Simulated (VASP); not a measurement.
Set up this calculation in VASP 6.6.1, as the native input.

* Task: relaxation of cell and atoms
* Functional: PBE
* Potentials or basis: VASP PAW PBE potentials, release 64 (As, F)
* Cutoff: 600 eV
* k mesh: 6 × 6 × 4
* Occupations: gaussian, width 0.1 eV
* Spin: no spin polarisation
* Dipole correction: no
* Further INCAR settings: ALGO = Normal; EDIFF = 1e-06; IBRION = 2; EDIFFG = -0.04; NSW = 90; ISIF = 3

The structure of As2F3 lies in POSCAR:

```
As2F3
1.0
    3.7630973374      0.0000000000      0.0000000000
   -1.8815486687      3.2589378911      0.0000000000
    0.0000000000      0.0000000000      5.8547681925
As F
2 3
Direct
    0.3333333333      0.6666666667      0.2450000000
    0.6666666667      0.3333333333      0.7550000000
    0.0000000000      0.0000000000      0.0000000000
    0.3333333333      0.6666666667      0.6450000000
    0.6666666667      0.3333333333      0.3550000000
```

These files were run (other wordings do the same):

INCAR

```
PREC = Accurate ; ENCUT = 600
EDIFF = 1E-6 ; ISMEAR = 0
SIGMA = 0.1 ; LREAL = F
LASPH = T ; NELM = 100
ALGO = Normal ; ISIF = 3
LWAVE = F ; LCHARG = F
GGA = PE ; IBRION = 2
NSW = 90 ; EDIFFG = -0.04
```

KPOINTS

```
Automatic mesh
0
Gamma
  6 6 4
```

Potentials or basis: VASP PAW PBE potentials, release 64 (As, F).

The run is started by

```console
$ cat potpaw_PBE.64/As/POTCAR potpaw_PBE.64/F/POTCAR > POTCAR
$ mpirun -np 1 vasp_std > vasp.out
```

It gave:

The relaxed volume is 16.16 Å³/atom. The relaxed cell is a = 3.804 Å, b = 3.804 Å, c = 6.448 Å, α = 90.00°, β = 90.00°, γ = 120.00° and the space group after relaxing (to 0.1 Å) is P-3m1 (No. 164). The energy gained by relaxing is 161.7 meV/atom, the ionic steps are 22 and the pressure after relaxing is 0.0 GPa. The band gap on the k mesh is zero (an odd number of electrons rules out a gap without spin polarisation).

Caveat: an odd number of electrons without spin polarisation forces a metal; a magnetic or distorted state may lie lower.

Wall time 6 min on 1 thread of Oxide Virtual Turin-like Processor (shared host), peak memory 0.19 GiB.
